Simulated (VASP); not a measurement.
Runs of VASP 6.6.1 on MnIn. The structure is that of space group Fm-3m (No. 225), or close to it. The cells are those of the table. The cell was generated, and may not be a known phase.

```csv
task,cell,k mesh,cutoff (eV),gap on the mesh (eV),pressure (GPa),moment (μB)
relaxation of cell and atoms,"relaxed from a = 3.757 Å, angles 60.0°, 2 atoms",6 × 6 × 6,600,none,-0.3,(a)
single point,"a = 3.757 Å, angles 60.0°, 2 atoms",6 × 6 × 6,520,none,6.2,2.95
single point,"a = 3.862 Å, angles 60.0°, 2 atoms",18 × 18 × 18,520,none,0.0,(b)
single point,"a = 3.866 Å, angles 60.0°, 2 atoms",6 × 6 × 6,520,none,0.3,3.17
```

Alike in all rows: level PBE; potentials or basis VASP PAW PBE potentials, release 64 (Mn_pv, In_d); spin collinear, ferromagnetic start; smearing gaussian 0.1 eV.

Fill in the values left out.

(a) 3.27; (b) 3.09.

Caveats: spin-orbit coupling is left out, which moves the levels of the heavy elements; the cell stands under pressure (at least some runs).

A k mesh can miss the band edges, and the runs leave out spin-orbit coupling on In.

A gap of «none» marks levels without a gap at the run's occupations.
